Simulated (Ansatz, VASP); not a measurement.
## Ga4As3P: VASP beside Ansatz

```xyz
8
Lattice="5.6829 0.0000 0.0000 0.0000 5.6829 0.0000 0.0000 0.0000 5.6829" Properties=species:S:1:pos:R:3 pbc="T T T"
Ga    4.2356    4.2356    4.2356
Ga    4.2356    1.4474    1.4474
Ga    1.4474    4.2356    1.4474
Ga    1.4474    1.4474    4.2356
P     2.8415    2.8415    2.8415
As    0.0000    0.0000    2.8415
As    0.0000    2.8415    0.0000
As    2.8415    0.0000    0.0000
```

Alike in both runs: functional PBE; k mesh 6 × 6 × 6; occupations gaussian, width 0.02 eV; no spin polarisation.

Ansatz relaxed the structure, and its values are those at the end. VASP's run is a single point on that final structure, the one shown.

|  | VASP | Ansatz |
| --- | --- | --- |
| version | VASP 6.6.1 | Ansatz 0.2.0 |
| potentials or method | VASP PAW PBE potentials, release 64 (Ga_d, P, As), cutoff 520 eV | scalar-relativistic, plane waves, PAW |
| valence electrons in the cell | 72 | 102 |

```csv
,VASP,Ansatz,Ansatz less VASP
gap on the k mesh at the Fermi level (eV),0.49,0.49,-0.001
least direct gap on the mesh (eV),0.49,0.49,-0.001
pressure (GPa),0.2,0.0,-0.14
```

VASP's potentials hold 72 valence electrons a cell and Ansatz's 102, so a difference there can come from the potentials and not from the codes.
